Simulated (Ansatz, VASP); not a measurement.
## RbBr in VASP and in Ansatz

```
Rb Br
1.0
    -0.01638    3.44444    3.44444
     3.44444   -0.01638    3.44444
     3.44444    3.44444   -0.01638
Rb Br
1 1
Direct
  0.00000 0.00000 0.00000
  0.50000 0.50000 0.50000
```

Change from the starting cell: shear_111 strain -0.7%.

Alike in both runs: task single point; functional HSE06; k mesh 4 × 4 × 4; no spin polarisation.

|  | VASP | Ansatz |
| --- | --- | --- |
| version | VASP 6.6.1 | Ansatz 0.2.0 |
| potentials or method | VASP PAW PBE potentials, release 64 (Rb_sv, Br) | plane waves, PAW |
| plane-wave cutoff (eV) | 520 | 420 |
| occupations | gaussian, width 0.01 eV | fixed |
| valence electrons in the cell | 16 | 16 |

|  | VASP | Ansatz | Ansatz less VASP |
| --- | --- | --- | --- |
| gap on the k mesh at the Fermi level (eV) | 5.45 | 5.45 | +0.001 |
| pressure (GPa) | 0.4 | 0.4 | 0.00 |

Ansatz's warnings: stress exchange threshold loose, stress scf threshold loose.
